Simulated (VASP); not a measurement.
# HfSi2B4 (P6/mmm) in VASP: further runs

The runs below take HfSi2B4 through single point, with PBE.

All numbers are computed with VASP 6.6.1; they aren't measurements. Logs are shortened: lines on timing, memory, paths and dates and some standing lists are left out, and cuts for length are marked.

## (1) The cell of the first run

The structure is hexagonal, space group P6/mmm (No. 191). Conventional cell: a = 3.016 Å, b = 3.016 Å, c = 9.584 Å, α = 90.00°, β = 90.00°, γ = 120.00°. Within 3.3 Å of Hf (site symmetry 6/mmm) lie 12 B at 2.51 Å and 6 Hf at 3.02 Å. Within 3.2 Å of Si (site symmetry 6mm) lie 6 B at 2.46 Å and 7 Si at 2.51 to 3.02 Å. Within 2.3 Å of B (site symmetry 3m) lie 3 B at 1.74 Å.

## (2) Single point, PBE (10.78 Å³/atom)

INCAR

```
SYSTEM = HfSi2B4
  PREC = Accurate
  ENCUT = 520
  EDIFF = 1E-6
  ISMEAR = 0
  SIGMA = 0.1
  LREAL = .FALSE.
  LASPH = .TRUE.
  NELM = 100
  ALGO = Normal
  ISIF = 2
  LWAVE = .FALSE.
  LCHARG = .FALSE.
  GGA = PE
  NBANDS = 24
```

KPOINTS

```
Automatic mesh
0
G
  12 12 4
  0 0 0
```

POSCAR

```
HfSi2B4
1.0
    3.0158273002      0.0000000000      0.0000000000
   -1.5079136501      2.6117830554      0.0000000000
    0.0000000000      0.0000000000      9.5839905239
Hf Si B
1 2 4
Direct
    0.0000000000      0.0000000000      0.0000000000
    0.0000000000      0.0000000000      0.6310113603
    0.0000000000      0.0000000000      0.3689886397
    0.6666666667      0.3333333333      0.1883784425
    0.3333333333      0.6666666667      0.1883784425
    0.3333333333      0.6666666667      0.8116215575
    0.6666666667      0.3333333333      0.8116215575
```

Potentials or basis: VASP PAW PBE potentials, release 64 (Hf_pv, Si, B).

On the command line:

```console
cat potpaw_PBE.64/Hf_pv/POTCAR potpaw_PBE.64/Si/POTCAR potpaw_PBE.64/B/POTCAR > POTCAR
mpirun -np 1 vasp_std > vasp.out
```

OUTCAR:

```text
SYSTEM = HfSi2B4
   PREC = Accurate
   ENCUT = 520
   EDIFF = 1E-6
   ISMEAR = 0
   LREAL = .FALSE.
   LASPH = .TRUE.
   NELM = 100
   ISIF = 2
   GGA = PE

 ion  position               nearest neighbor table
   1  0.000  0.000  0.000-   4 2.51   5 2.51   6 2.51   7 2.51   4 2.51   7 2.51   5 2.51   6 2.51
                             4 2.51   7 2.51   5 2.51   6 2.51
   2  0.000  0.000  0.631-   6 2.46   7 2.46   7 2.46   6 2.46   7 2.46   6 2.46   3 2.51
   3  0.000  0.000  0.369-   4 2.46   5 2.46   4 2.46   5 2.46   4 2.46   5 2.46   2 2.51
   4  0.667  0.333  0.188-   5 1.74   5 1.74   5 1.74   3 2.46   3 2.46   3 2.46   1 2.51   1 2.51
                             1 2.51
   5  0.333  0.667  0.188-   4 1.74   4 1.74   4 1.74   3 2.46   3 2.46   3 2.46   1 2.51   1 2.51
                             1 2.51
   6  0.333  0.667  0.812-   7 1.74   7 1.74   7 1.74   2 2.46   2 2.46   2 2.46   1 2.51   1 2.51
                             1 2.51
   7  0.667  0.333  0.812-   6 1.74   6 1.74   6 1.74   2 2.46   2 2.46   2 2.46   1 2.51   1 2.51
                             1 2.51

  LATTYP: Found a hexagonal cell.
 ALAT       =     3.0158273002
 C/A-ratio  =     3.1778976612

  Lattice vectors:

 A1 = (   3.0158273002,   0.0000000000,   0.0000000000)
 A2 = (  -1.5079136501,   2.6117830554,   0.0000000000)
 A3 = (   0.0000000000,   0.0000000000,   9.5839905239)

Analysis of symmetry for initial positions (statically):
=====================================================================
 Subroutine PRICEL returns:
 Original cell was already a primitive cell.

 Routine SETGRP: Setting up the symmetry group for a
 hexagonal supercell.

 Subroutine GETGRP returns: Found 24 space group operations
 (whereof 24 operations were pure point group operations)
 out of a pool of 24 trial point group operations.

The static configuration has the point symmetry D_6h.

Analysis of symmetry for dynamics (positions and initial velocities):
=====================================================================
 Subroutine PRICEL returns:
 Original cell was already a primitive cell.

 Routine SETGRP: Setting up the symmetry group for a
 hexagonal supercell.

 Subroutine GETGRP returns: Found 24 space group operations
 (whereof 24 operations were pure point group operations)
 out of a pool of 24 trial point group operations.

The dynamic configuration has the point symmetry D_6h.

 Subroutine INISYM returns: Found 24 space group operations
 (whereof 24 operations are pure point group operations),
 and found     1 'primitive' translations

----------------------------------------------------------------------------------------

                                     Primitive cell

  volume of cell :      75.4901

  direct lattice vectors                    reciprocal lattice vectors
     3.015827300  0.000000000  0.000000000     0.331583974  0.191440096  0.000000000
    -1.507913650  2.611783055  0.000000000     0.000000000  0.382880193  0.000000000
     0.000000000  0.000000000  9.583990524     0.000000000  0.000000000  0.104340671

  length of vectors
     3.015827300  3.015827300  9.583990524     0.382880193  0.382880193  0.104340671

  position of ions in fractional coordinates (direct lattice)
     0.000000000  0.000000000  0.000000000
     0.000000000  0.000000000  0.631011360
     0.000000000  0.000000000  0.368988640
     0.666666667  0.333333333  0.188378443
     0.333333333  0.666666667  0.188378443
     0.333333333  0.666666667  0.811621557
     0.666666667  0.333333333  0.811621557

  ion indices of the primitive-cell ions
   primitive index   ion index
                 1           1
                 2           2
                 3           3
                 4           4
                 5           5
                 6           6
                 7           7

----------------------------------------------------------------------------------------

 KPOINTS: Automatic mesh

Automatic generation of k-mesh.
 Grid dimensions read from file:
 generate k-points for:   12   12    4

 Generating k-lattice:

  Cartesian coordinates                     Fractional coordinates (reciprocal lattice)
     0.027631998  0.015953341  0.000000000     0.083333333  0.000000000  0.000000000
     0.000000000  0.031906683  0.000000000     0.000000000  0.083333333  0.000000000
     0.000000000  0.000000000  0.026085168     0.000000000  0.000000000  0.250000000

  Length of vectors
     0.031906683  0.031906683  0.026085168

  Shift w.r.t. Gamma in fractional coordinates (k-lattice)
     0.000000000  0.000000000  0.000000000

 Subroutine IBZKPT returns following result:
 ===========================================

 Found     57 irreducible k-points:

 Following reciprocal coordinates:
            Coordinates               Weight
  0.000000  0.000000  0.000000      1.000000
  0.083333  0.000000  0.000000      6.000000
  0.166667  0.000000  0.000000      6.000000
  0.250000  0.000000  0.000000      6.000000
  0.333333  0.000000  0.000000      6.000000
  0.416667  0.000000  0.000000      6.000000
[... 16 lines left out ...]
  0.250000  0.000000  0.250000     12.000000
  0.333333  0.000000  0.250000     12.000000
 [... further k-points ...]
   k-points           NKPTS =     57   k-points in BZ     NKDIM =     57   number of bands    NBANDS=     24
   number of dos      NEDOS =    301   number of ions     NIONS =      7
   total plane-waves  NPLWV =  41472
   dimension x,y,z NGX =    24 NGY =   24 NGZ =   72
   dimension x,y,z NGXF=    48 NGYF=   48 NGZF=  144
   ions per type =               1   2   4
   NGX,Y,Z   is equivalent  to a cutoff of  13.23, 13.23, 12.49 a.u.
   NGXF,Y,Z  is equivalent  to a cutoff of  26.46, 26.46, 24.98 a.u.
 SYSTEM =  HfSi2B4
   PREC   = accura    normal or accurate (medium, high low for compatibility)
   ISTART =      0    job   : 0-new  1-cont  2-samecut
   ICHARG =      2    charge: 1-file 2-atom 10-const
   ISPIN  =      1    spin polarized calculation?
   LNONCOLLINEAR =      F non collinear calculations
   LSORBIT =      F    spin-orbit coupling
   LASPH  =      T    aspherical Exc in radial PAW
   ENCUT  =  520.0 eV  38.22 Ry    6.18 a.u.   5.61  5.61 17.82*2*pi/ulx,y,z
   NELM   =    100;   NELMIN=  2; NELMDL= -5     # of ELM steps
   EDIFF  = 0.1E-05   stopping-criterion for ELM
   LREAL  =      F    real-space projection
   EDIFFG = 0.1E-04   stopping-criterion for IOM
   NSW    =      0    number of steps for IOM
   IBRION =     -1    ionic relax: 0-MD 1-quasi-New 2-CG
   NFREE  =      0    steps in history (QN), initial steepest desc. (CG)
   ISIF   =      2    stress and relaxation
   ISYM   =      2    0-nonsym 1-usesym 2-fastsym
   POTIM  = 0.5000    time-step for ionic-motion
   TEBEG  =    0.0;   TEEND  =   0.0 temperature during run
   PSTRESS=    0.0 pullay stress
   NELECT =      30.0000    total number of electrons
   NUPDOWN=      -1.0000    fix difference up-down
   EMIN   =  10.00;   EMAX   =-10.00  energy-range for DOS
   EFERMI =   0.00;   METHOD = LEGACY
   ISMEAR =     0;   SIGMA  =   0.10  broadening in eV -4-tet -1-fermi 0-gaus
   EFERMI_NEDOS =   21; number of points for ismear=-14 and -15
   IALGO  =     38    algorithm
   IMIX   =      4    mixing-type and parameters
     AMIX     =   0.40;   BMIX     =  1.00
     AMIX_MAG =   1.60;   BMIX_MAG =  1.00
  volume/ion in A,a.u.               =      10.78        72.78
  Fermi-wavevector in a.u.,A,eV,Ry     =   1.203609  2.274490 19.710400  1.448674
  Thomas-Fermi vector in A             =   2.339357
   LORBIT       =      0    0 simple, 1 ext, 2 COOP (PROOUT), +10 PAW based schemes
   GGA     = PE    functional components
   LHFCALC =     F    Hartree Fock is set to
   AEXX    =    0.0000 exact exchange contribution
   IVDW    =     0    specifies the selected vdW correction
   LEPSILON=     F    determine dielectric tensor
   LRPA    =     F    only Hartree local field effects (RPA)
 non-spin polarized calculation
 Gauss-broadening in eV      SIGMA  =   0.10
  energy-cutoff  :      520.00
  volume of cell :       75.49
 maximum number of plane-waves:      2059
 NGX is ok and might be reduce to    24
   NGX = 11   NGY = 11   NGZ = 35

 number of electron      29.9999998 magnetization

 Free energy of the ion-electron system (eV)
  ---------------------------------------------------
  ext. energy  EPLUGINS =         0.00000000
  ---------------------------------------------------
  free energy    TOTEN  =       -47.32619873 eV

  energy without entropy =      -47.31641965  energy(sigma->0) =      -47.32130919

 E-fermi :   8.0890     XC(G=0): -11.6817

 val. band max:        8.0837254773   @ k =   0.3333   0.3333   0.2500
 cond. band min:       8.1022222966   @ k =   0.3333   0.2500   0.0000
 fundamental gap:      0.0184968193
 Fermi energy:         8.0889504412

 k-point     1 :       0.0000    0.0000    0.0000
  band No.  band energies     occupation
      1     -22.5816      2.00000
      2     -21.7585      2.00000
      3     -21.7585      2.00000
      4      -6.6249      2.00000
      5      -5.8697      2.00000
      6      -2.8799      2.00000
[... 16 lines left out ...]
     23      14.3089      0.00000
     24      14.4459      0.00000

 k-point     2 :       0.0833    0.0000    0.0000
  band No.  band energies     occupation
      1     -22.5671      2.00000
      2     -21.8356      2.00000
      3     -21.7752      2.00000
      4      -6.4860      2.00000
      5      -5.7531      2.00000
      6      -2.7155      2.00000
[... 16 lines left out ...]
     23      14.0885      0.00000
     24      14.7805      0.00000

 k-point     3 :       0.1667    0.0000    0.0000
  band No.  band energies     occupation
      1     -22.5273      2.00000
      2     -22.0413      2.00000
      3     -21.8204      2.00000
      4      -6.0756      2.00000
      5      -5.4058      2.00000
      6      -2.2402      2.00000
[... 16 lines left out ...]
     23      13.7502      0.00000
     24      13.9606      0.00000

 k-point     4 :       0.2500    0.0000    0.0000
  band No.  band energies     occupation
      1     -22.4723      2.00000
      2     -22.3112      2.00000
      3     -21.8815      2.00000
      4      -5.4085      2.00000
      5      -4.8349      2.00000
      6      -1.4968      2.00000
[... 16 lines left out ...]
     23      13.6645      0.00000
     24      14.0632      0.00000

 k-point     5 :       0.3333    0.0000    0.0000
  band No.  band energies     occupation
      1     -22.5698      2.00000
      2     -22.4166      2.00000
      3     -21.9418      2.00000
      4      -4.5022      2.00000
      5      -4.0528      2.00000
      6      -0.5373      2.00000
[... 16 lines left out ...]
     23      13.3975      0.00000
     24      13.4980      0.00000

 k-point     6 :       0.4167    0.0000    0.0000
  band No.  band energies     occupation
      1     -22.7527      2.00000
      2     -22.3755      2.00000
      3     -21.9854      2.00000
      4      -3.3811      2.00000
      5      -3.0855      2.00000
      6      -0.5136      2.00000
[... 16 lines left out ...]
     23      13.9560      0.00000
     24      14.4625      0.00000
[... 379 lines left out ...]
 k-point    21 :       0.0833    0.0000    0.2500
  band No.  band energies     occupation
      1     -22.5671      2.00000
      2     -21.8356      2.00000
      3     -21.7752      2.00000
      4      -6.4211      2.00000
      5      -5.8708      2.00000
      6      -2.4135      2.00000
[... 16 lines left out ...]
     23      13.6671      0.00000
     24      15.0512      0.00000

 k-point    22 :       0.1667    0.0000    0.2500
  band No.  band energies     occupation
      1     -22.5272      2.00000
      2     -22.0413      2.00000
      3     -21.8204      2.00000
      4      -6.0124      2.00000
      5      -5.5136      2.00000
      6      -1.9662      2.00000
[... 16 lines left out ...]
     23      13.9267      0.00000
     24      14.0103      0.00000

 k-point    23 :       0.2500    0.0000    0.2500
  band No.  band energies     occupation
      1     -22.4723      2.00000
      2     -22.3112      2.00000
      3     -21.8815      2.00000
      4      -5.3490      2.00000
      5      -4.9273      2.00000
      6      -1.2817      2.00000
[... 16 lines left out ...]
     23      13.1073      0.00000
     24      14.1789      0.00000

 k-point    24 :       0.3333    0.0000    0.2500
  band No.  band energies     occupation
      1     -22.5698      2.00000
      2     -22.4166      2.00000
      3     -21.9418      2.00000
      4      -4.4494      2.00000
      5      -4.1253      2.00000
      6      -0.4631      2.00000
[... 16 lines left out ...]
     23      13.3935      0.00000
     24      14.1137      0.00000

 [... further k-points ...]

------------------------ aborting loop because EDIFF is reached ----------------------------------------

  FORCE on cell =-STRESS in cart. coord.  units (eV):
  Direction    XX          YY          ZZ          XY          YZ          ZX
  --------------------------------------------------------------------------------------
  -------------------------------------------------------------------------------------
  Total        1.9337160      1.9337160      1.8629357      0.0000000      0.0000000      0.0000000
  in kB       41.0405644     41.0405644     39.5383469      0.0000000      0.0000000      0.0000000
  external PRESSURE =      40.5398253 kB  Pullay stress =       0.0000000 kB

 VOLUME and BASIS-vectors are now :
 -----------------------------------------------------------------------------
  energy-cutoff  :      520.00
  volume of cell :       75.49
      direct lattice vectors                 reciprocal lattice vectors
     3.015827300  0.000000000  0.000000000     0.331583974  0.191440096  0.000000000
    -1.507913650  2.611783055  0.000000000     0.000000000  0.382880193  0.000000000
     0.000000000  0.000000000  9.583990524     0.000000000  0.000000000  0.104340671

 POSITION                                       TOTAL-FORCE (eV/Angst)
 -----------------------------------------------------------------------------------
      0.00000      0.00000      0.00000        -0.000000     -0.000000      0.000000
      0.00000      0.00000      6.04761         0.000000     -0.000000      0.004440
      0.00000      0.00000      3.53638         0.000000     -0.000000     -0.004440
      1.50791      0.87059      1.80542         0.000000     -0.000000     -0.013061
     -0.00000      1.74119      1.80542         0.000000      0.000000     -0.013061
     -0.00000      1.74119      7.77857        -0.000000      0.000000      0.013061
      1.50791      0.87059      7.77857         0.000000     -0.000000      0.013061
 -----------------------------------------------------------------------------------
    total drift:                                0.000000     -0.000000      0.000000

  FREE ENERGIE OF THE ION-ELECTRON SYSTEM (eV)
  ---------------------------------------------------
  free  energy   TOTEN  =       -47.3261987279 eV

  energy  without entropy=      -47.3164196465  energy(sigma->0) =      -47.32130919
```

Wall time 97 s (1 thread of AMD EPYC 7R43 (Zen 3), shared host); peak memory 0.21 GiB.

What came out:

- Free energy: -47.3262 eV
- Pressure: 4.1 GPa
- Largest force: 0.013 eV/Å
- Band gap on the k mesh: zero (bands 15 and 16 overlap by 3.09 eV)

Forces in eV/Å, atoms in the order of the input:
```
Hf   0.000  0.000  0.000
Si   0.000  0.000  0.004
Si   0.000  0.000 -0.004
B    0.000  0.000 -0.013
B    0.000  0.000 -0.013
B    0.000  0.000  0.013
B    0.000  0.000  0.013
```

Caveat: the cell stands under pressure; spin-orbit coupling is left out, which moves the levels of the heavy elements.

## (3) Single point, PBE

This run uses another cell than the first one, of 11.12 Å³/atom.

INCAR

```
SYSTEM = HfSi2B4
  ALGO = Normal
  EDIFF = 1E-6
  ENCUT = 520
  GGA = PE
  ISIF = 2
  ISMEAR = 0
  LASPH = .True.
  LCHARG = .True.
  LELF = .True.
  LREAL = .False.
  LVHAR = .True.
  LWAVE = .False.
  NBANDS = 24
  NELM = 100
  PREC = Accurate
  SIGMA = 0.1
```

KPOINTS

```
k-points
0
Gamma
  12 12 4
  0 0 0
```

POSCAR

```
HfSi2B4
1.0
    3.0409570302      0.0000000000      0.0000000000
   -1.5204785151      2.6335460400      0.0000000000
    0.0000000000      0.0000000000      9.7177788388
Hf Si B
1 2 4
Direct
    0.0000000000      0.0000000000      0.0000000000
    0.0000000000      0.0000000000      0.6327102996
    0.0000000000      0.0000000000      0.3672897004
    0.6666666667      0.3333333333      0.1861915509
    0.3333333333      0.6666666667      0.1861915509
    0.3333333333      0.6666666667      0.8138084491
    0.6666666667      0.3333333333      0.8138084491
```

Potentials or basis: VASP PAW PBE potentials, release 64 (Hf_pv, Si, B).

On the command line:

```console
cat potpaw_PBE.64/Hf_pv/POTCAR potpaw_PBE.64/Si/POTCAR potpaw_PBE.64/B/POTCAR > POTCAR
mpirun -np 1 vasp_std > vasp.out
```

It took 95 s on 1 thread of AMD EPYC 7R43 (Zen 3), shared host; peak memory 0.22 GiB.

It converged, with:

```
Free energy            : -47.3552 eV
Pressure               : -0.2 GPa
Largest force          : 0.022 eV/Å
Band gap on the k mesh : zero (bands 15 and 16 overlap by 3.10 eV)
```

Forces in eV/Å, atoms in the order of the input:
```
Hf   0.000  0.000  0.000
Si   0.000  0.000  0.022
Si   0.000  0.000 -0.022
B    0.000  0.000 -0.005
B    0.000  0.000 -0.005
B    0.000  0.000  0.005
B    0.000  0.000  0.005
```

Levels at points of the mesh, in eV from the Fermi level:
| k point | band 13 | band 14 | band 15 | band 16 | band 17 | band 18 |
| --- | --- | --- | --- | --- | --- | --- |
| (0.00, 0.00, 0.00) | -0.78 | -0.78 | 1.94 | 1.94 | 2.81 | 2.81 |
| (0.50, 0.00, 0.00) | -3.56 | -3.38 | -0.62 | 0.35 | 1.61 | 2.66 |
| (0.00, 0.00, 0.50) | -0.78 | 0.29 | 1.92 | 1.92 | 2.82 | 2.82 |
| (0.50, 0.00, 0.50) | -3.55 | -1.97 | -1.09 | -0.36 | 1.91 | 2.10 |

Caveat: spin-orbit coupling is left out, which moves the levels of the heavy elements.

(Part 1 of 2 ends here.)
